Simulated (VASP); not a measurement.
Here is a VASP 6.6.1 calculation.

INCAR

```
SYSTEM = MnSi
  PREC = Accurate
  ENCUT = 600
  EDIFF = 1E-7
  ISMEAR = 0
  SIGMA = 0.1
  LREAL = .False.
  LASPH = .True.
  NELM = 150
  ALGO = Normal
  ISIF = 3
  LWAVE = .False.
  LCHARG = .False.
  ISPIN = 2
  MAGMOM = 1.65 0
  LORBIT = 11
  LMAXMIX = 4
  GGA = PE
  IBRION = 2
  NSW = 90
  EDIFFG = -0.04
```

File KPOINTS:

```
Automatic mesh
0
Gamma
  6 6 6
  0 0 0
```

File POSCAR:

```
MnSi
1.0
    2.6638003875      0.0000000000      0.0000000000
    0.0000000000      2.6638003875      0.0000000000
    0.0000000000      0.0000000000      3.2309033016
Mn Si
1 1
Direct
    0.5000000000      0.5000000000      0.5000000000
    0.0000000000      0.0000000000      0.0000000000
```

Potentials or basis: VASP PAW PBE potentials, release 64 (Mn_pv, Si).

Run with:

```bash
$ cat potpaw_PBE.64/Mn_pv/POTCAR potpaw_PBE.64/Si/POTCAR > POTCAR
$ mpirun -np 1 vasp_std > vasp.out
```

Question: Estimate the relaxed cell.

Answer: a = 2.658 Å, b = 2.658 Å, c = 3.229 Å, α = 90.00°, β = 90.00°, γ = 90.00°.

Question: Predict the relaxed volume.

Answer: 11.40 Å³/atom.

Step by step:
```
step  energy change (eV)  largest force (eV/Å)  pressure (GPa)  volume (Å³)
   1              0.0000                0.0000           -0.85        22.93
   2             -0.0002                0.0000            0.79        22.72
   3             -0.0004                0.0000            0.08        22.81
```

Caveat: the k points lie up to 0.39 Å⁻¹ apart in the final cell.
